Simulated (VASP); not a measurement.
# YMn3 (Pm-3m) in VASP: further runs

YMn3 is run at these levels: PBE; tasks: single point.

Everything below comes from runs of VASP 6.6.1. Logs are shortened: lines on timing, memory, paths and dates and some standing lists are left out, and cuts for length are marked.

### Step 1. The cell of the first run

It takes space group Pm-3m (No. 221, cubic). The conventional cell has a = 4.134 Å, b = 4.134 Å, c = 4.134 Å, α = 90.00°, β = 90.00°, γ = 90.00°. Y (site symmetry m-3m) has 12 Mn at 2.92 Å within 3.9 Å. Mn (site symmetry 4/mmm) has 4 Y at 2.92 Å and 8 Mn at 2.92 Å within 3.9 Å.

### Step 2. Single point, PBE, collinear spin, ferromagnetic start (17.66 Å³/atom)

Contents of INCAR:

```
SYSTEM = YMn3
PREC = Accurate
ENCUT = 520
EDIFF = 1E-6
ISMEAR = 0
SIGMA = 0.05
LREAL = .FALSE.
LASPH = .TRUE.
NELM = 150
ALGO = Normal
ISIF = 2
LWAVE = .FALSE.
LCHARG = .TRUE.
ISPIN = 2
MAGMOM = 0 3.65 3.65 3.65
LORBIT = 11
LMAXMIX = 4
GGA = PE
LELF = .TRUE.
LVHAR = .TRUE.
NBANDS = 37
```

Contents of KPOINTS:

```
regular mesh
0
G
  8 8 8
  0 0 0
```

Contents of POSCAR:

```
YMn3
1.0
    4.1341120424      0.0000000000      0.0000000000
    0.0000000000      4.1341120424      0.0000000000
    0.0000000000      0.0000000000      4.1341120424
Y Mn
1 3
Direct
    0.0000000000      0.0000000000      0.0000000000
    0.0000000000      0.5000000000      0.5000000000
    0.5000000000      0.5000000000      0.0000000000
    0.5000000000      0.0000000000      0.5000000000
```

Potentials or basis: VASP PAW PBE potentials, release 64 (Y_sv, Mn_pv).

Launch:

```console
> cat potpaw_PBE.64/Y_sv/POTCAR potpaw_PBE.64/Mn_pv/POTCAR > POTCAR
> mpirun -np 1 vasp_std > vasp.out
```

OUTCAR:

```text
SYSTEM = YMn3
   PREC = Accurate
   ENCUT = 520
   EDIFF = 1E-6
   ISMEAR = 0
   LREAL = .FALSE.
   LASPH = .TRUE.
   NELM = 150
   ISIF = 2
   ISPIN = 2
   LORBIT = 11
   GGA = PE

 ion  position               nearest neighbor table
   1  0.000  0.000  0.000-   2 2.92   3 2.92   4 2.92   2 2.92   4 2.92   2 2.92   3 2.92   2 2.92
                             3 2.92   4 2.92   4 2.92   3 2.92
   2  0.000  0.500  0.500-   1 2.92   3 2.92   4 2.92   1 2.92   3 2.92   1 2.92   4 2.92   1 2.92
                             3 2.92   4 2.92   3 2.92   4 2.92
   3  0.500  0.500  0.000-   1 2.92   2 2.92   4 2.92   2 2.92   4 2.92   1 2.92   4 2.92   4 2.92
                             1 2.92   2 2.92   2 2.92   1 2.92
   4  0.500  0.000  0.500-   1 2.92   2 2.92   3 2.92   1 2.92   3 2.92   2 2.92   3 2.92   3 2.92
                             1 2.92   2 2.92   1 2.92   2 2.92

  LATTYP: Found a simple cubic cell.
 ALAT       =     4.1341120424

  Lattice vectors:

 A1 = (   4.1341120424,   0.0000000000,   0.0000000000)
 A2 = (   0.0000000000,   4.1341120424,   0.0000000000)
 A3 = (   0.0000000000,   0.0000000000,   4.1341120424)

Analysis of symmetry for initial positions (statically):
=====================================================================
 Subroutine PRICEL returns:
 Original cell was already a primitive cell.

 Routine SETGRP: Setting up the symmetry group for a
 simple cubic supercell.

 Subroutine GETGRP returns: Found 48 space group operations
 (whereof 48 operations were pure point group operations)
 out of a pool of 48 trial point group operations.

The static configuration has the point symmetry O_h .

Analysis of symmetry for dynamics (positions and initial velocities):
=====================================================================
 Subroutine PRICEL returns:
 Original cell was already a primitive cell.

 Routine SETGRP: Setting up the symmetry group for a
 simple cubic supercell.

 Subroutine GETGRP returns: Found 48 space group operations
 (whereof 48 operations were pure point group operations)
 out of a pool of 48 trial point group operations.

The dynamic configuration has the point symmetry O_h .

Analysis of structural, dynamic, and magnetic symmetry:
=====================================================================
 Subroutine PRICEL returns:
 Original cell was already a primitive cell.

 Routine SETGRP: Setting up the symmetry group for a
 simple cubic supercell.

 Subroutine GETGRP returns: Found 48 space group operations
 (whereof 48 operations were pure point group operations)
 out of a pool of 48 trial point group operations.

The overall configuration has the point symmetry O_h .

 Subroutine INISYM returns: Found 48 space group operations
 (whereof 48 operations are pure point group operations),
 and found     1 'primitive' translations

----------------------------------------------------------------------------------------

                                     Primitive cell

  volume of cell :      70.6556

  direct lattice vectors                    reciprocal lattice vectors
     4.134112042  0.000000000  0.000000000     0.241889912  0.000000000  0.000000000
     0.000000000  4.134112042  0.000000000     0.000000000  0.241889912  0.000000000
     0.000000000  0.000000000  4.134112042     0.000000000  0.000000000  0.241889912

  length of vectors
     4.134112042  4.134112042  4.134112042     0.241889912  0.241889912  0.241889912

  position of ions in fractional coordinates (direct lattice)
     0.000000000  0.000000000  0.000000000
     0.000000000  0.500000000  0.500000000
     0.500000000  0.500000000  0.000000000
     0.500000000  0.000000000  0.500000000

  ion indices of the primitive-cell ions
   primitive index   ion index
                 1           1
                 2           2
                 3           3
                 4           4

[... 26 lines left out ...]
 Following reciprocal coordinates:
            Coordinates               Weight
  0.000000  0.000000  0.000000      1.000000
  0.125000  0.000000  0.000000      6.000000
  0.250000  0.000000  0.000000      6.000000
  0.375000  0.000000  0.000000      6.000000
  0.500000  0.000000  0.000000      3.000000
  0.125000  0.125000  0.000000     12.000000
[... 16 lines left out ...]
  0.375000  0.375000  0.125000     24.000000
  0.500000  0.375000  0.125000     24.000000
 [... further k-points ...]
   k-points           NKPTS =     35   k-points in BZ     NKDIM =     35   number of bands    NBANDS=     37
   number of dos      NEDOS =    301   number of ions     NIONS =      4
   total plane-waves  NPLWV =  32768
   dimension x,y,z NGX =    32 NGY =   32 NGZ =   32
   dimension x,y,z NGXF=    64 NGYF=   64 NGZF=   64
   ions per type =               1   3
   NGX,Y,Z   is equivalent  to a cutoff of  12.87, 12.87, 12.87 a.u.
   NGXF,Y,Z  is equivalent  to a cutoff of  25.74, 25.74, 25.74 a.u.
 SYSTEM =  YMn3
   PREC   = accura    normal or accurate (medium, high low for compatibility)
   ISTART =      0    job   : 0-new  1-cont  2-samecut
   ICHARG =      2    charge: 1-file 2-atom 10-const
   ISPIN  =      2    spin polarized calculation?
   LNONCOLLINEAR =      F non collinear calculations
   LSORBIT =      F    spin-orbit coupling
   LASPH  =      T    aspherical Exc in radial PAW
   ENCUT  =  520.0 eV  38.22 Ry    6.18 a.u.   7.69  7.69  7.69*2*pi/ulx,y,z
   NELM   =    150;   NELMIN=  2; NELMDL= -5     # of ELM steps
   EDIFF  = 0.1E-05   stopping-criterion for ELM
   LREAL  =      F    real-space projection
   EDIFFG = 0.1E-04   stopping-criterion for IOM
   NSW    =      0    number of steps for IOM
   IBRION =     -1    ionic relax: 0-MD 1-quasi-New 2-CG
   NFREE  =      0    steps in history (QN), initial steepest desc. (CG)
   ISIF   =      2    stress and relaxation
   ISYM   =      2    0-nonsym 1-usesym 2-fastsym
   POTIM  = 0.5000    time-step for ionic-motion
   TEBEG  =    0.0;   TEEND  =   0.0 temperature during run
   PSTRESS=    0.0 pullay stress
   NELECT =      50.0000    total number of electrons
   NUPDOWN=      -1.0000    fix difference up-down
   EMIN   =  10.00;   EMAX   =-10.00  energy-range for DOS
   EFERMI =   0.00;   METHOD = LEGACY
   ISMEAR =     0;   SIGMA  =   0.05  broadening in eV -4-tet -1-fermi 0-gaus
   EFERMI_NEDOS =   21; number of points for ismear=-14 and -15
   IALGO  =     38    algorithm
   IMIX   =      4    mixing-type and parameters
     AMIX     =   0.40;   BMIX     =  1.00
     AMIX_MAG =   1.60;   BMIX_MAG =  1.00
  volume/ion in A,a.u.               =      17.66       119.20
  Fermi-wavevector in a.u.,A,eV,Ry     =   1.458868  2.756860 28.957213  2.128295
  Thomas-Fermi vector in A             =   2.575502
   LORBIT       =     11    0 simple, 1 ext, 2 COOP (PROOUT), +10 PAW based schemes
   GGA     = PE    functional components
   LHFCALC =     F    Hartree Fock is set to
   AEXX    =    0.0000 exact exchange contribution
   IVDW    =     0    specifies the selected vdW correction
   LEPSILON=     F    determine dielectric tensor
   LRPA    =     F    only Hartree local field effects (RPA)
 spin polarized calculation
 Gauss-broadening in eV      SIGMA  =   0.05
  energy-cutoff  :      520.00
  volume of cell :       70.66
 maximum number of plane-waves:      1935
 NGX is ok and might be reduce to    32
   NGX = 15   NGY = 15   NGZ = 15

 number of electron      49.9999931 magnetization      10.2434026

 number of electron      49.9999930 magnetization       9.8663470

 Free energy of the ion-electron system (eV)
  ---------------------------------------------------
  ext. energy  EPLUGINS =         0.00000000
  ---------------------------------------------------
  free energy    TOTEN  =       -31.97082937 eV

  energy without entropy =      -31.96760819  energy(sigma->0) =      -31.96921878

 E-fermi :   5.9509     XC(G=0): -11.4445

 val. band max:        5.9370308861   @ k =   0.5000   0.1250   0.0000
 cond. band min:       5.9572508653   @ k =   0.3750   0.3750   0.0000
 fundamental gap:      0.0202199792
 Fermi energy:         5.9509188616

 spin component 1

 k-point     1 :       0.0000    0.0000    0.0000
  band No.  band energies     occupation
      1     -43.4651      1.00000
      2     -43.4651      1.00000
      3     -43.4651      1.00000
      4     -43.4403      1.00000
      5     -43.4403      1.00000
      6     -43.4403      1.00000
[... 949 lines left out ...]
     36      10.8975      0.00000
     37      11.4134      0.00000

 [... further k-points ...]

 spin component 2

 k-point     1 :       0.0000    0.0000    0.0000
  band No.  band energies     occupation
      1     -39.9931      1.00000
      2     -39.9931      1.00000
      3     -39.9931      1.00000
      4     -39.9604      1.00000
      5     -39.9604      1.00000
      6     -39.9604      1.00000
[... 949 lines left out ...]
     36      11.9954      0.00000
     37      12.1271      0.00000

 [... further k-points ...]

------------------------ aborting loop because EDIFF is reached ----------------------------------------

  FORCE on cell =-STRESS in cart. coord.  units (eV):
  Direction    XX          YY          ZZ          XY          YZ          ZX
  --------------------------------------------------------------------------------------
  -------------------------------------------------------------------------------------
  Total       -0.7544168     -0.7544168     -0.7544168      0.0000000      0.0000000     -0.0000000
  in kB      -17.1070533    -17.1070533    -17.1070533      0.0000000      0.0000000     -0.0000000
  external PRESSURE =     -17.1070533 kB  Pullay stress =       0.0000000 kB

 VOLUME and BASIS-vectors are now :
 -----------------------------------------------------------------------------
  energy-cutoff  :      520.00
  volume of cell :       70.66
      direct lattice vectors                 reciprocal lattice vectors
     4.134112042  0.000000000  0.000000000     0.241889912  0.000000000  0.000000000
     0.000000000  4.134112042  0.000000000     0.000000000  0.241889912  0.000000000
     0.000000000  0.000000000  4.134112042     0.000000000  0.000000000  0.241889912

 POSITION                                       TOTAL-FORCE (eV/Angst)
 -----------------------------------------------------------------------------------
      0.00000      0.00000      0.00000         0.000000      0.000000      0.000000
      0.00000      2.06706      2.06706         0.000000      0.000000      0.000000
      2.06706      2.06706      0.00000         0.000000      0.000000      0.000000
      2.06706      0.00000      2.06706         0.000000      0.000000      0.000000
 -----------------------------------------------------------------------------------
    total drift:                                0.000000     -0.000000     -0.000000

  FREE ENERGIE OF THE ION-ELECTRON SYSTEM (eV)
  ---------------------------------------------------
  free  energy   TOTEN  =       -31.9708293698 eV

  energy  without entropy=      -31.9676081902  energy(sigma->0) =      -31.96921878

 total charge

# of ion       s       p       d       f       tot
--------------------------------------------------
    1        2.300   6.372   1.220   0.048   9.941
    2        0.334   6.198   4.990   0.000  11.522
    3        0.334   6.198   4.990   0.000  11.522
    4        0.334   6.198   4.990   0.000  11.522
--------------------------------------------------
tot          3.302  24.966  16.191   0.048  44.507

 magnetization (x)

# of ion       s       p       d       f       tot
--------------------------------------------------
    1       -0.030   0.023  -0.247   0.011  -0.243
    2        0.006   0.008   3.262   0.000   3.276
    3        0.006   0.008   3.262   0.000   3.276
    4        0.006   0.008   3.262   0.000   3.276
--------------------------------------------------
tot         -0.011   0.046   9.539   0.011   9.584
```

Wall time 99 s (1 thread of AMD EPYC 9R45 (Zen 5), shared host); peak memory 0.27 GiB.

Results:

```
Free energy                                           : -31.9708 eV
Pressure                                              : -1.7 GPa
Net moment                                            : 9.87 μB per cell
Site moments                                          : Y -0.24; Mn +3.28 μB
Valence electrons inside the program's atomic spheres : Y 9.94; Mn 11.52
```

Levels at points of the mesh, in eV from the Fermi level:
Spin up:
| k point | band 28 | band 29 | band 30 | band 31 | band 32 | band 33 |
| --- | --- | --- | --- | --- | --- | --- |
| (0.00, 0.00, 0.00) | -0.49 | -0.49 | 2.14 | 2.14 | 2.14 | 2.39 |
| (0.50, 0.00, 0.00) | -1.53 | -1.12 | -0.49 | 1.50 | 1.50 | 1.95 |
| (0.50, 0.50, 0.00) | -1.60 | -1.30 | -1.20 | 0.71 | 0.71 | 2.36 |
| (0.50, 0.50, 0.50) | -0.70 | -0.58 | 0.72 | 0.72 | 0.72 | 1.41 |
Spin down:
| k point | band 16 | band 17 | band 18 | band 19 | band 20 | band 21 | band 22 | band 23 | band 24 | band 25 |
| --- | --- | --- | --- | --- | --- | --- | --- | --- | --- | --- |
| (0.00, 0.00, 0.00) | -2.60 | -1.30 | -1.20 | -1.20 | -1.20 | 0.95 | 0.95 | 0.95 | 2.19 | 2.19 |
| (0.50, 0.00, 0.00) | -1.65 | -0.71 | -0.40 | -0.40 | -0.26 | -0.14 | 0.09 | 0.09 | 1.01 | 1.44 |
| (0.50, 0.50, 0.00) | -1.85 | -1.85 | -0.27 | -0.25 | -0.25 | 0.11 | 0.11 | 0.36 | 0.47 | 0.51 |
| (0.50, 0.50, 0.50) | -2.73 | -1.27 | -0.16 | 0.60 | 0.60 | 0.60 | 0.99 | 0.99 | 0.99 | 1.10 |

### Step 3. Single point, PBE, collinear spin, ferromagnetic start (18.01 Å³/atom)

This run uses another cell than the first one, of 18.01 Å³/atom.

Contents of INCAR:

```
  PREC = Accurate
  ENCUT = 520
  EDIFF = 1E-7
  ISMEAR = 0
  SIGMA = 0.05
  LREAL = False
  LASPH = True
  NELM = 150
  ALGO = Fast
  ISIF = 2
  LWAVE = False
  LCHARG = False
  ISPIN = 2
  MAGMOM = 0 3.67 3.67 3.67
  LORBIT = 11
  LMAXMIX = 4
  GGA = PE
  NBANDS = 37
```

Contents of KPOINTS:

```
Automatic mesh
0
Gamma
  8 8 8
```

Contents of POSCAR:

```
YMn3
1.0
    4.1609576780      0.0000000000      0.0000000000
    0.0000000000      4.1609576780      0.0000000000
    0.0000000000      0.0000000000      4.1609576780
Y Mn
1 3
Direct
    0.0000000000      0.0000000000      0.0000000000
    0.0000000000      0.5000000000      0.5000000000
    0.5000000000      0.5000000000      0.0000000000
    0.5000000000      0.0000000000      0.5000000000
```

Potentials or basis: VASP PAW PBE potentials, release 64 (Y_sv, Mn_pv).

Launch:

```console
> cat potpaw_PBE.64/Y_sv/POTCAR potpaw_PBE.64/Mn_pv/POTCAR > POTCAR
> mpirun -np 1 vasp_std > vasp.out
```

Run time: 2.6 min. Hardware: 1 thread of AMD EPYC 9R45 (Zen 5), shared host; peak memory 0.28 GiB.

Results (log left out):

* Free energy: -31.9501 eV
* Pressure: -3.1 GPa
* Net moment: 9.87 μB per cell
* Site moments: Y -0.27; Mn +3.29 μB
* Valence electrons inside the program's atomic spheres: Y 9.89; Mn 11.51

Levels at points of the mesh, in eV from the Fermi level:
Spin up:
| k point | band 26 | band 27 | band 28 | band 29 | band 30 | band 31 | band 32 | band 33 | band 34 | band 35 |
| --- | --- | --- | --- | --- | --- | --- | --- | --- | --- | --- |
| (0.00, 0.00, 0.00) | -0.90 | -0.55 | -0.55 | -0.55 | 2.07 | 2.07 | 2.07 | 2.30 | 2.30 | 4.82 |
| (0.50, 0.00, 0.00) | -1.56 | -1.56 | -1.56 | -1.17 | -0.55 | 1.46 | 1.46 | 1.90 | 4.12 | 4.64 |
| (0.50, 0.50, 0.00) | -1.72 | -1.72 | -1.63 | -1.29 | -1.24 | 0.62 | 0.62 | 2.32 | 2.32 | 4.34 |
| (0.50, 0.50, 0.50) | -0.76 | -0.76 | -0.76 | -0.58 | 0.66 | 0.66 | 0.66 | 1.32 | 1.32 | 1.32 |
Spin down:
| k point | band 17 | band 18 | band 19 | band 20 | band 21 | band 22 | band 23 | band 24 |
| --- | --- | --- | --- | --- | --- | --- | --- | --- |
| (0.00, 0.00, 0.00) | -1.26 | -1.16 | -1.16 | -1.16 | 0.94 | 0.94 | 0.94 | 2.16 |
| (0.50, 0.00, 0.00) | -0.68 | -0.39 | -0.39 | -0.24 | -0.13 | 0.09 | 0.09 | 1.00 |
| (0.50, 0.50, 0.00) | -1.88 | -0.25 | -0.24 | -0.24 | 0.12 | 0.12 | 0.36 | 0.46 |
| (0.50, 0.50, 0.50) | -1.27 | -0.17 | 0.60 | 0.60 | 0.60 | 0.90 | 0.90 | 0.90 |

Caveat: the cell stands under tension.

### Step 4. Single point, PBE, collinear spin, ferromagnetic start (18.53 Å³/atom)

This run uses another cell than the first one, of 18.53 Å³/atom.

Contents of INCAR:

```
ALGO     = Fast           # electronic algorithm
EDIFF    = 1E-6           # SCF threshold, eV
ENCUT    = 520            # plane-wave cutoff, eV
GGA      = PE             # functional
ISIF     = 2              # what is computed and relaxed
ISMEAR   = 0              # smearing method
ISPIN    = 2              # spin polarisation
LASPH    = T              # aspherical terms in the spheres
LCHARG   = T              # write CHGCAR
LELF     = T              # ELF
LMAXMIX  = 4              # l up to which the mixer works
LORBIT   = 11             # projections on sites
LREAL    = F              # projectors in reciprocal space
LVHAR    = T            
LWAVE    = F              # write WAVECAR
MAGMOM   = 0 3.69 3.69 3.69 # initial moments
NBANDS   = 37             # bands
NELM     = 150            # most SCF steps
PREC     = Accurate       # precision mode
SIGMA    = 0.05           # smearing width, eV
```

Contents of KPOINTS:

```
k-points
0
Gamma
  8 8 8
```

Contents of POSCAR:

```
YMn3
1.0
    4.2005882315      0.0000000000      0.0000000000
    0.0000000000      4.2005882315      0.0000000000
    0.0000000000      0.0000000000      4.2005882315
Y Mn
1 3
Direct
    0.0000000000      0.0000000000      0.0000000000
    0.0000000000      0.5000000000      0.5000000000
    0.5000000000      0.5000000000      0.0000000000
    0.5000000000      0.0000000000      0.5000000000
```

Launch:

```console
> cat potpaw_PBE.64/Y_sv/POTCAR potpaw_PBE.64/Mn_pv/POTCAR > POTCAR
> mpirun -np 1 vasp_std > vasp.out
```

Run time: 2.2 min. Hardware: 1 thread of AMD EPYC 9R45 (Zen 5), shared host; peak memory 0.28 GiB.

Results (log left out):

```
Free energy                                           : -31.8973 eV
Pressure                                              : -5.0 GPa
Net moment                                            : 9.87 μB per cell
Site moments                                          : Y -0.31; Mn +3.32 μB
Valence electrons inside the program's atomic spheres : Y 9.83; Mn 11.48
```

Levels at points of the mesh, in eV from the Fermi level:
Spin up:
```csv
k point,band 28,band 29,band 30,band 31,band 32,band 33
"(0.00, 0.00, 0.00)",-0.64,-0.64,1.99,1.99,1.99,2.19
"(0.50, 0.00, 0.00)",-1.60,-1.24,-0.64,1.42,1.42,1.83
"(0.50, 0.50, 0.00)",-1.67,-1.30,-1.28,0.50,0.50,2.25
"(0.50, 0.50, 0.50)",-0.84,-0.57,0.59,0.59,0.59,1.20
```
Spin down:
| k point | band 16 | band 17 | band 18 | band 19 | band 20 | band 21 | band 22 | band 23 | band 24 | band 25 |
| --- | --- | --- | --- | --- | --- | --- | --- | --- | --- | --- |
| (0.00, 0.00, 0.00) | -2.47 | -1.20 | -1.10 | -1.10 | -1.10 | 0.94 | 0.94 | 0.94 | 2.12 | 2.12 |
| (0.50, 0.00, 0.00) | -1.56 | -0.64 | -0.38 | -0.38 | -0.20 | -0.11 | 0.09 | 0.09 | 0.99 | 1.41 |
| (0.50, 0.50, 0.00) | -1.92 | -1.91 | -0.23 | -0.23 | -0.22 | 0.15 | 0.15 | 0.37 | 0.44 | 0.53 |
| (0.50, 0.50, 0.50) | -2.65 | -1.26 | -0.19 | 0.62 | 0.62 | 0.62 | 0.79 | 0.79 | 0.79 | 1.09 |

Caveat: the cell stands under tension.

### Step 5. Overview

| cell | gap on the mesh (eV) | pressure (GPa) | moment (μB) |
| --- | --- | --- | --- |
| a = 4.134 Å, 4 atoms | none | -1.7 | 9.87 |
| a = 4.161 Å, 4 atoms | none | -3.1 | 9.87 |
| a = 4.201 Å, 4 atoms | none | -5.0 | 9.87 |

Alike in all rows: task single point; level PBE; potentials or basis VASP PAW PBE potentials, release 64 (Y_sv, Mn_pv); spin collinear, ferromagnetic start; k mesh 8 × 8 × 8; cutoff (eV) 520; smearing gaussian 0.05 eV.

Caveats: the cell stands under tension (at least some runs).

Absolute energies hang on the potentials; compare differences alone.

The gap in the log of VASP goes by the Fermi energy; the results here count the filled bands.